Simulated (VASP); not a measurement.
# Pd: single point with LDA

Crystal: Pd.

```
Pd
1.0
     0.00000    2.10049    1.94490
     2.10049    0.00000    1.94490
     2.10049    2.10049    0.00000
Pd
1
Direct
  0.00000 0.00000 0.00000
```

This cell differs from its parent crystal: strain +0.080 along x and y, +0.000 along z.

| Quantity | Value |
| --- | --- |
| Program | VASP 6.6.1 |
| Task | single point |
| Functional | LDA |
| Potentials or basis | VASP PAW LDA potentials, release 64 (Pd) |
| Cutoff | 520 eV |
| k mesh | 20 × 20 × 20 |
| Occupations | gaussian, width 0.15 eV |
| Spin | no spin polarisation |

| Item | Value |
| --- | --- |
| Pressure | -25.4 GPa |
| Band gap on the k mesh | zero (band 5 reaches 7.57 eV, above the bottom of band 6 at 6.17 eV) |

Stress tensor (GPa, compression positive):
```
-25.95   0.00   0.00
  0.00 -25.95   0.00
  0.00   0.00 -24.38
```

Levels at points of the mesh, in eV from the Fermi level:
| k point | band 2 | band 3 | band 4 | band 5 | band 6 | band 7 | band 8 | band 9 |
| --- | --- | --- | --- | --- | --- | --- | --- | --- |
| (0.00, 0.00, 0.00) | -2.41 | -2.41 | -1.85 | -1.27 | -0.71 | 17.07 | 20.41 | 20.41 |
| (0.50, 0.00, 0.00) | -2.54 | -1.97 | -0.16 | 0.11 | 1.29 | 6.17 | 16.10 | 18.59 |
| (0.50, 0.50, 0.00) | -4.03 | -0.04 | 0.22 | 0.22 | 4.23 | 10.54 | 11.37 | 11.37 |
| (0.50, 0.00, 0.50) | -4.02 | -0.07 | 0.02 | 0.36 | 2.86 | 8.63 | 12.65 | 12.86 |

Run time: 80 s on 1 thread of Intel(R) Xeon(R) Platinum 8375C CPU @ 2.90GHz (Ice Lake), with other jobs on the host, peak memory 0.23 GiB.

Caveat: the cell differs from its parent crystal (strain +0.080 along x and y, +0.000 along z).
